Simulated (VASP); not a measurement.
# CoO in VASP: a series of runs, part 2 of 2

VASP 6.6.1. Earlier steps stand in the parts before.

**3. Single point, PBEsol, collinear spin, ferromagnetic start**

This run uses another cell than the first one, of 9.01 Å³/atom, 0.940 times its volume.

Contents of INCAR:

```
SYSTEM = CoO
ALGO     = Normal         ! electronic algorithm
EDIFF    = 1E-6           ! SCF threshold, eV
ENCUT    = 520            ! plane-wave cutoff, eV
GGA      = PS             ! functional
ISIF     = 2              ! what is computed and relaxed
ISMEAR   = -1             ! smearing method
ISPIN    = 2              ! spin polarisation
LASPH    = .TRUE.         ! aspherical terms in the spheres
LCHARG   = .FALSE.        ! write CHGCAR
LMAXMIX  = 4              ! l up to which the mixer works
LORBIT   = 11             ! projections on sites
LREAL    = .FALSE.        ! projectors in reciprocal space
LWAVE    = .FALSE.        ! write WAVECAR
MAGMOM   = 2 0            ! initial moments
NBANDS   = 18             ! bands
NELM     = 150            ! most SCF steps
PREC     = Accurate       ! precision mode
SIGMA    = 0.05           ! smearing width, eV
```

Contents of KPOINTS:

```
k-points
0
G
  12 12 12
  0 0 0
```

Contents of POSCAR:

```
CoO
1.0
   -1.4772158519      1.4772158519      2.0642304156
    1.4772158519     -1.4772158519      2.0642304156
    1.4772158519      1.4772158519     -2.0642304156
Co O
1 1
Direct
    0.0000000000      0.0000000000      0.0000000000
    0.5000000000      0.5000000000      0.0000000000
```

Potentials or basis: VASP PAW PBE potentials, release 64 (Co, O).

Started as:

```sh
$ cat potpaw_PBE.64/Co/POTCAR potpaw_PBE.64/O/POTCAR > POTCAR
$ mpirun -np 1 vasp_std > vasp.out
```

OUTCAR:

```text
SYSTEM = CoO
   EDIFF = 1E-6
   ENCUT = 520
   GGA = PS
   ISIF = 2
   ISMEAR = -1
   ISPIN = 2
   LASPH = .TRUE.
   LORBIT = 11
   LREAL = .FALSE.
   NELM = 150
   PREC = Accurate

 ion  position               nearest neighbor table
   1  0.000  0.000  0.000-   2 2.06   2 2.06   2 2.09   2 2.09   2 2.09   2 2.09
   2  0.500  0.500  0.000-   1 2.06   1 2.06   1 2.09   1 2.09   1 2.09   1 2.09

  LATTYP: Found a body centered tetragonal cell.
 ALAT       =     2.9544317038
 C/A-ratio  =     1.3973790039

  Lattice vectors:

 A1 = (  -1.4772158519,   1.4772158519,   2.0642304156)
 A2 = (   1.4772158519,  -1.4772158519,   2.0642304156)
 A3 = (   1.4772158519,   1.4772158519,  -2.0642304156)

Analysis of symmetry for initial positions (statically):
[... 1222 lines left out ...]
  energy-cutoff  :      520.00
  volume of cell :       18.02
      direct lattice vectors                 reciprocal lattice vectors
    -1.477215852  1.477215852  2.064230416     0.000000000  0.338474570  0.242221022
     1.477215852 -1.477215852  2.064230416     0.338474570  0.000000000  0.242221022
     1.477215852  1.477215852 -2.064230416     0.338474570  0.338474570  0.000000000

 POSITION                                       TOTAL-FORCE (eV/Angst)
 -----------------------------------------------------------------------------------
      0.00000      0.00000      0.00000        -0.000000      0.000000      0.000000
      0.00000      0.00000      2.06423         0.000000     -0.000000     -0.000000
 -----------------------------------------------------------------------------------
    total drift:                               -0.000000      0.000000     -0.000000

  FREE ENERGIE OF THE ION-ELECTRON SYSTEM (eV)
  ---------------------------------------------------
  free  energy   TOTEN  =       -14.0044405170 eV

  energy  without entropy=      -13.9696567054  energy(sigma->0) =      -13.98704861

 total charge

# of ion       s       p       d       tot
------------------------------------------
    1        0.316   0.409   7.218   7.943
    2        1.552   3.425   0.000   4.977
--------------------------------------------------
tot          1.869   3.833   7.218  12.920

 magnetization (x)

# of ion       s       p       d       tot
------------------------------------------
    1        0.021   0.019   2.326   2.366
    2        0.031   0.225   0.000   0.256
--------------------------------------------------
tot          0.051   0.244   2.326   2.622
```

OSZICAR:

```text
N       E                     dE             d eps       ncg     rms          rms(c)
DAV:   1     0.750379751219E+02    0.75038E+02   -0.65908E+03 12268   0.977E+02
DAV:   2    -0.116449441385E+02   -0.86683E+02   -0.75241E+02 12318   0.223E+02
DAV:   3    -0.161939980789E+02   -0.45491E+01   -0.43787E+01 13746   0.538E+01
DAV:   4    -0.162389482610E+02   -0.44950E-01   -0.44903E-01 14306   0.510E+00
DAV:   5    -0.162399442263E+02   -0.99597E-03   -0.99581E-03 14438   0.747E-01    0.162E+01
DAV:   6    -0.151887025044E+02    0.10512E+01   -0.13956E+01 14756   0.589E+01    0.179E+01
DAV:   7    -0.140813841254E+02    0.11073E+01   -0.55263E+00 14470   0.437E+01    0.755E+00
DAV:   8    -0.140126151295E+02    0.68769E-01   -0.29266E-01 16798   0.819E+00    0.405E+00
DAV:   9    -0.140071623490E+02    0.54528E-02   -0.77066E-02 18220   0.455E+00    0.120E+00
DAV:  10    -0.140051417093E+02    0.20206E-02   -0.14090E-02 17236   0.198E+00    0.577E-01
DAV:  11    -0.140045440116E+02    0.59770E-03   -0.10008E-02 16492   0.166E+00    0.186E-01
DAV:  12    -0.140044707844E+02    0.73227E-04   -0.87469E-04 13722   0.287E-01    0.630E-02
DAV:  13    -0.140044308633E+02    0.39921E-04   -0.56990E-05 16396   0.888E-02    0.338E-02
DAV:  14    -0.140044461155E+02   -0.15252E-04   -0.16241E-04 15938   0.566E-02    0.437E-02
DAV:  15    -0.140044416151E+02    0.45004E-05   -0.88389E-06 13800   0.552E-02    0.208E-02
DAV:  16    -0.140044402058E+02    0.14093E-05   -0.53365E-06  9844   0.337E-02    0.181E-02
DAV:  17    -0.140044405170E+02   -0.31119E-06   -0.86603E-07  7014   0.103E-02
   1 F= -.14004441E+02 E0= -.13987049E+02  d E =-.347838E-01  mag=     2.6655
```

Wall time 2.7 min (1 thread of AMD EPYC 7R13 (Zen 3), shared host); peak memory 0.18 GiB.

Results:

- Free energy: -14.0044 eV
- Pressure: -0.1 GPa
- Net moment: 2.67 μB per cell
- Site moments: Co +2.37; O +0.26 μB
- Valence electrons inside the program's atomic spheres: Co 7.94; O 4.98

Caveat: the PAW data sets were made with another functional, which shifts forces and pressure a little; a cell with one magnetic atom can't hold antiferromagnetic order, which such compounds often take; semilocal functionals often make such compounds metallic where correlation or magnetic order opens a gap, which also shifts bond lengths.

**4. Single point, PBEsol, collinear spin, ferromagnetic start**

Contents of INCAR:

```
SYSTEM = CoO
ALGO = Normal
EDIFF = 1E-6
ENCUT = 520
GGA = PS
ISIF = 2
ISMEAR = 1
ISPIN = 2
LASPH = .True.
LCHARG = .False.
LMAXMIX = 4
LORBIT = 11
LREAL = .False.
LWAVE = .False.
MAGMOM = 2 0
NBANDS = 18
NELM = 150
PREC = Accurate
SIGMA = 0.1
```

Contents of KPOINTS:

```
k-points
0
Gamma
  10 10 11
  0 0 0
```

Contents of POSCAR:

```
CoO
1.0
   -1.5080000000      1.5080000000      2.1072475377
    1.5080000000     -1.5080000000      2.1072475377
    1.5080000000      1.5080000000     -2.1072475377
Co O
1 1
Direct
   -0.0052800000      0.0049430000      0.0153250000
    0.5146290000      0.4995850000      0.0049600000
```

Started as:

```sh
$ cat potpaw_PBE.64/Co/POTCAR potpaw_PBE.64/O/POTCAR > POTCAR
$ mpirun -np 1 vasp_std > vasp.out
```

Wall time 5.9 min (1 thread of Intel Xeon Platinum 8488C (Sapphire Rapids), shared host); peak memory 0.38 GiB.

Results (log left out):

```
Free energy                                           : -13.9538 eV
Pressure                                              : -9.3 GPa
Largest force                                         : 0.046 eV/Å
Net moment                                            : 2.96 μB per cell
Site moments                                          : Co +2.58; O +0.33 μB
Valence electrons inside the program's atomic spheres : Co 7.82; O 4.96
```

Forces in eV/Å, atoms in the order of the input:
```
Co   0.006  0.001  0.046
O   -0.006 -0.001 -0.046
```

Stress tensor (GPa, compression positive):
```
-9.62 -0.23  0.30
-0.23 -9.40 -0.18
 0.30 -0.18 -8.78
```

Levels at points of the mesh, in eV from the Fermi level:
Spin up:
```tsv
k point	band 6	band 7	band 8	band 9	band 10	band 11	band 12	band 13
(0.00, 0.00, 0.00)	-3.17	-2.87	-2.85	-2.83	0.87	16.55	17.92	17.95
(0.50, 0.00, 0.00)	-2.42	-1.89	0.01	0.12	4.89	9.21	13.16	13.43
(0.00, 0.50, 0.00)	-2.43	-1.89	0.02	0.07	4.90	9.22	13.16	13.46
(0.50, 0.50, 0.00)	-2.91	-2.42	-2.16	-2.13	5.70	9.65	11.49	15.60
```
Spin down:
```csv
k point,band 3,band 4,band 5,band 6,band 7,band 8,band 9,band 10
"(0.00, 0.00, 0.00)",-2.71,-2.69,-1.12,-1.07,-1.01,-0.11,-0.07,1.44
"(0.50, 0.00, 0.00)",-4.81,-4.75,-0.14,-0.10,0.19,2.50,2.61,5.22
"(0.00, 0.50, 0.00)",-4.77,-4.76,-0.14,-0.11,0.19,2.52,2.55,5.24
"(0.50, 0.50, 0.00)",-3.98,-3.90,-2.23,0.13,0.16,0.33,0.81,6.54
```

Caveat: the PAW data sets were made with another functional, which shifts forces and pressure a little; a cell with one magnetic atom can't hold antiferromagnetic order, which such compounds often take; semilocal functionals often make such compounds metallic where correlation or magnetic order opens a gap, which also shifts bond lengths.

**5. Summary**

```tsv
spin	cell	k mesh	smearing	gap on the mesh (eV)	pressure (GPa)	moment (μB)
off	a = 2.998 Å, angles 119.6, 119.6, 90.7°, 2 atoms	12 × 12 × 12	fermi-dirac 0.05 eV	none	-27.4	-
collinear, ferromagnetic start	a = 2.937 Å, angles 119.6, 119.6, 90.7°, 2 atoms	12 × 12 × 12	fermi-dirac 0.05 eV	none	-0.1	2.67
collinear, ferromagnetic start	a = 2.998 Å, angles 119.6, 119.6, 90.7°, 2 atoms	10 × 10 × 11	methfessel-paxton 0.1 eV	none	-9.3	2.96
```

Some of these runs hold the atoms at other places in the same cell, which the table doesn't show; runs alike in all that it shows share one row.

Alike in all rows: task single point; level PBEsol; potentials or basis VASP PAW PBE potentials, release 64 (Co, O); cutoff (eV) 520.

Caveats: the PAW data sets were made with another functional, which shifts forces and pressure a little; semilocal functionals often make such compounds metallic where correlation or magnetic order opens a gap, which also shifts bond lengths; a cell with one magnetic atom can't hold antiferromagnetic order, which such compounds often take (some runs); an odd number of electrons without spin polarisation forces a metal (some runs); a magnetic or distorted state may lie lower (some runs).

Absolute energies hang on the potentials; compare differences alone.
